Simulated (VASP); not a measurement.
# MgO (P-6m2) in VASP: further runs, part 2 of 2

VASP 6.6.1.

## 4. Single point, PBE (strain +0.030 along x and y, -0.030 along z)

Contents of INCAR:

```
ALGO = Normal
EDIFF = 1E-6
ENCUT = 520
GGA = PE
ISIF = 2
ISMEAR = 0
LASPH = T
LCHARG = F
LREAL = F
LWAVE = F
NBANDS = 11
NELM = 100
PREC = Accurate
SIGMA = 0.05
```

Contents of KPOINTS:

```
k-points
0
Gamma
  9 9 8
```

Contents of POSCAR:

```
MgO
1.0
    3.0261615305      0.0000000000      0.0000000000
   -1.5130807653      2.6207327614      0.0000000000
    0.0000000000      0.0000000000      2.5992896000
Mg O
1 1
Direct
    0.0000000000      0.0000000000      0.0000000000
    0.3333333333      0.6666666667      0.5000000000
```

Launch:

```bash
cat potpaw_PBE.64/Mg/POTCAR potpaw_PBE.64/O/POTCAR > POTCAR
mpirun -np 1 vasp_std > vasp.out
```

Run time: 9.5 s. Hardware: 1 thread of AMD EPYC 7R13 (Zen 3), shared host; peak memory 0.11 GiB.

It converged, with:

```
Free energy            : -11.1478 eV
Pressure               : -2.8 GPa
Band gap on the k mesh : 2.36 eV, indirect (least direct gap 2.65 eV)
```

Stress tensor (GPa, compression positive):
```
-12.69   0.00   0.00
  0.00 -12.69   0.00
  0.00   0.00  17.13
```

Levels at points of the mesh, in eV from the valence-band top:
| k point | band 1 | band 2 | band 3 | band 4 | band 5 | band 6 | band 7 | band 8 | band 9 |
| --- | --- | --- | --- | --- | --- | --- | --- | --- | --- |
| (0.00, 0.00, 0.00) | -17.77 | -1.32 | -1.32 | -0.29 | 2.36 | 11.70 | 14.04 | 14.04 | 18.67 |
| (0.00, 0.00, 0.50) | -16.57 | -5.48 | -0.69 | -0.69 | 7.25 | 8.71 | 16.74 | 16.74 | 17.17 |

Caveat: the cell differs from its parent crystal (strain +0.030 along x and y, -0.030 along z). A k mesh can miss the band edges.

## 5. Single point, PBE (strain +0.030 along x and y, +0.000 along z)

Contents of INCAR:

```
  PREC = Accurate
  ENCUT = 520
  EDIFF = 1E-6
  ISMEAR = 0
  SIGMA = 0.05
  LREAL = False
  LASPH = True
  NELM = 60
  ALGO = Normal
  ISIF = 2
  LWAVE = False
  LCHARG = False
  GGA = PE
  NBANDS = 11
```

Contents of KPOINTS:

```
regular mesh
0
Gamma
  9 9 8
```

Edit POSCAR of step 4 so:

```diff
@@ -4,3 +4,3 @@
    -1.5130807653      2.6207327614      0.0000000000
-    0.0000000000      0.0000000000      2.5992896000
+    0.0000000000      0.0000000000      2.6796800000
 Mg O
```

Launch:

```bash
cat potpaw_PBE.64/Mg/POTCAR potpaw_PBE.64/O/POTCAR > POTCAR
mpirun -np 1 vasp_std > vasp.out
```

Run time: 9.4 s. Hardware: 1 thread of AMD EPYC 7R13 (Zen 3), shared host; peak memory 0.11 GiB.

It converged, with:

```
Free energy            : -11.1840 eV
Pressure               : -7.2 GPa
Band gap on the k mesh : 2.40 eV, indirect (least direct gap 2.74 eV)
```

Stress tensor (GPa, compression positive):
```
-11.38   0.00   0.00
  0.00 -11.38   0.00
  0.00   0.00   1.12
```

Levels at points of the mesh, in eV from the valence-band top:
```tsv
k point	band 2	band 3	band 4	band 5	band 6	band 7
(0.00, 0.00, 0.00)	-0.91	-0.91	-0.34	2.40	11.63	14.46
(0.00, 0.00, 0.50)	-5.19	-0.37	-0.37	7.41	8.51	16.84
```

Caveat: the cell differs from its parent crystal (strain +0.030 along x and y, +0.000 along z). A k mesh can miss the band edges.

## 6. Single point, PBE (strain +0.000 along x and y, +0.015 along z)

Contents of INCAR:

```
SYSTEM = MgO
  PREC = Accurate
  ENCUT = 520
  EDIFF = 1E-7
  ISMEAR = 0
  SIGMA = 0.05
  LREAL = .FALSE.
  LASPH = .TRUE.
  NELM = 60
  ALGO = Normal
  ISIF = 2
  LWAVE = .FALSE.
  LCHARG = .FALSE.
  GGA = PE
  NBANDS = 11
```

Contents of KPOINTS:

```
regular mesh
0
G
  9 9 8
  0 0 0
```

Contents of POSCAR:

```
MgO
1.0
    2.9380209034      0.0000000000      0.0000000000
   -1.4690104517      2.5444007392      0.0000000000
    0.0000000000      0.0000000000      2.7198752000
Mg O
1 1
Direct
    0.0000000000      0.0000000000      0.0000000000
    0.3333333333      0.6666666667      0.5000000000
```

Potentials or basis: VASP PAW PBE potentials, release 64 (Mg, O).

Launch:

```bash
cat potpaw_PBE.64/Mg/POTCAR potpaw_PBE.64/O/POTCAR > POTCAR
mpirun -np 1 vasp_std > vasp.out
```

OUTCAR:

```text
SYSTEM = MgO
   PREC = Accurate
   ENCUT = 520
   EDIFF = 1E-7
   ISMEAR = 0
   LREAL = .FALSE.
   LASPH = .TRUE.
   NELM = 60
   ISIF = 2
   GGA = PE

 ion  position               nearest neighbor table
   1  0.000  0.000  0.000-   2 2.17   2 2.17   2 2.17   2 2.17   2 2.17   2 2.17
   2  0.333  0.667  0.500-   1 2.17   1 2.17   1 2.17   1 2.17   1 2.17   1 2.17

  LATTYP: Found a hexagonal cell.
 ALAT       =     2.9380209034
 C/A-ratio  =     0.9257507994

  Lattice vectors:

 A1 = (   2.9380209034,   0.0000000000,   0.0000000000)
 A2 = (  -1.4690104517,   2.5444007392,   0.0000000000)
 A3 = (   0.0000000000,   0.0000000000,   2.7198752000)

Analysis of symmetry for initial positions (statically):
=====================================================================
 Subroutine PRICEL returns:
 Original cell was already a primitive cell.

 Routine SETGRP: Setting up the symmetry group for a
 hexagonal supercell.

 Subroutine GETGRP returns: Found 12 space group operations
 (whereof 12 operations were pure point group operations)
 out of a pool of 24 trial point group operations.

The static configuration has the point symmetry D_3h.
[... 172 lines left out ...]
      2       2.6659      2.00000
      3       2.6808      2.00000
      4       2.6808      2.00000
      5       6.0479      0.00000
      6      14.9381      0.00000
      7      18.8391      0.00000
      8      18.8391      0.00000
      9      22.9746      0.00000
     10      23.5341      0.00000
     11      25.4442      0.00000
[... 309 lines left out ...]
 k-point    24 :       0.3333    0.3333    0.1250
  band No.  band energies     occupation
      1     -12.9052      2.00000
      2      -0.2495      2.00000
      3      -0.2338      2.00000
      4       2.4955      2.00000
      5      11.3400      0.00000
      6      14.4526      0.00000
      7      15.1392      0.00000
      8      20.1227      0.00000
      9      20.5916      0.00000
     10      24.6205      0.00000
     11      26.7707      0.00000

 [... further k-points ...]

------------------------ aborting loop because EDIFF is reached ----------------------------------------

  FORCE on cell =-STRESS in cart. coord.  units (eV):
  Direction    XX          YY          ZZ          XY          YZ          ZX
  --------------------------------------------------------------------------------------
  -------------------------------------------------------------------------------------
  Total       -0.0248837     -0.0248837     -1.0733116      0.0000000      0.0000000      0.0000000
  in kB       -1.9608113     -1.9608113    -84.5759769      0.0000000      0.0000000      0.0000000
  external PRESSURE =     -29.4991998 kB  Pullay stress =       0.0000000 kB

 VOLUME and BASIS-vectors are now :
 -----------------------------------------------------------------------------
  energy-cutoff  :      520.00
  volume of cell :       20.33
      direct lattice vectors                 reciprocal lattice vectors
     2.938020903  0.000000000  0.000000000     0.340365175  0.196509926  0.000000000
    -1.469010452  2.544400739  0.000000000     0.000000000  0.393019851  0.000000000
     0.000000000  0.000000000  2.719875200     0.000000000  0.000000000  0.367663928

 POSITION                                       TOTAL-FORCE (eV/Angst)
 -----------------------------------------------------------------------------------
      0.00000      0.00000      0.00000        -0.000000     -0.000000      0.000000
     -0.00000      1.69627      1.35994         0.000000      0.000000      0.000000
 -----------------------------------------------------------------------------------
    total drift:                                0.000000     -0.000000     -0.000000

  FREE ENERGIE OF THE ION-ELECTRON SYSTEM (eV)
  ---------------------------------------------------
  free  energy   TOTEN  =       -11.2220170403 eV

  energy  without entropy=      -11.2220170403  energy(sigma->0) =      -11.22201704
```

OSZICAR:

```text
N       E                     dE             d eps       ncg     rms          rms(c)
DAV:   1     0.141108363095E+02    0.14111E+02   -0.44734E+03  1528   0.636E+02
DAV:   2    -0.123456118521E+02   -0.26456E+02   -0.25961E+02  1526   0.133E+02
DAV:   3    -0.129718280922E+02   -0.62622E+00   -0.62586E+00  1581   0.180E+01
DAV:   4    -0.129735173904E+02   -0.16893E-02   -0.16893E-02  1449   0.106E+00
DAV:   5    -0.129735236175E+02   -0.62272E-05   -0.62272E-05  1570   0.628E-02    0.735E+00
DAV:   6    -0.112757988818E+02    0.16977E+01   -0.10007E+01  1323   0.168E+01    0.244E+00
DAV:   7    -0.112406561015E+02    0.35143E-01   -0.85040E-02  1443   0.243E+00    0.139E+00
DAV:   8    -0.112224309606E+02    0.18225E-01   -0.39548E-02  1368   0.210E+00    0.270E-01
DAV:   9    -0.112221195754E+02    0.31139E-03   -0.28085E-04  1565   0.123E-01    0.197E-01
DAV:  10    -0.112220173757E+02    0.10220E-03   -0.71843E-04  1385   0.210E-01    0.137E-02
DAV:  11    -0.112220161825E+02    0.11931E-05   -0.14370E-05  1491   0.242E-02    0.636E-03
DAV:  12    -0.112220169310E+02   -0.74845E-06   -0.13250E-06  1424   0.887E-03    0.620E-04
DAV:  13    -0.112220170373E+02   -0.10630E-06   -0.23636E-08   879   0.125E-03    0.213E-04
DAV:  14    -0.112220170403E+02   -0.29950E-08   -0.29053E-09   714   0.328E-04
   1 F= -.11222017E+02 E0= -.11222017E+02  d E =-.402063E-23
```

stdout:

```text
POSCAR found type information on POSCAR MgO
 POSCAR found :  2 types and       2 ions
 scaLAPACK will be used
 LDA part: xc-table for (Slater+PW92), standard interpolation
 POSCAR, INCAR and KPOINTS ok, starting setup
 FFT: planning ... GRIDC
 FFT: planning ... GRID_SOFT
 FFT: planning ... GRID
 WAVECAR not read
 entering main loop
```

It took 10 s on 1 thread of AMD EPYC 7R13 (Zen 3), shared host; peak memory 0.11 GiB.

What came out:

```
Free energy            : -11.2220 eV
Pressure               : -2.9 GPa
Band gap on the k mesh : 2.90 eV, indirect (least direct gap 3.37 eV)
```

Caveat: the cell differs from its parent crystal (strain +0.000 along x and y, +0.015 along z).

## 7. Summary

| cell | gap on the mesh (eV) | pressure (GPa) |
| --- | --- | --- |
| a = 2.894, b = 2.894, c = 2.720 Å, angles 90.0, 90.0, 120.0°, 2 atoms | 3.03 | 0.9 |
| a = 2.938, b = 2.938, c = 2.760 Å, angles 90.0, 90.0, 120.0°, 2 atoms | 2.70 | -5.0 |
| a = 3.026, b = 3.026, c = 2.599 Å, angles 90.0, 90.0, 120.0°, 2 atoms | 2.36 | -2.8 |
| a = 3.026, b = 3.026, c = 2.680 Å, angles 90.0, 90.0, 120.0°, 2 atoms | 2.40 | -7.2 |
| a = 2.938, b = 2.938, c = 2.720 Å, angles 90.0, 90.0, 120.0°, 2 atoms | 2.90 | -2.9 |

Alike in all rows: task single point; level PBE; potentials or basis VASP PAW PBE potentials, release 64 (Mg, O); no spin polarisation; k mesh 9 × 9 × 8; cutoff (eV) 520; smearing gaussian 0.05 eV.

Absolute energies hang on the potentials; compare differences alone.
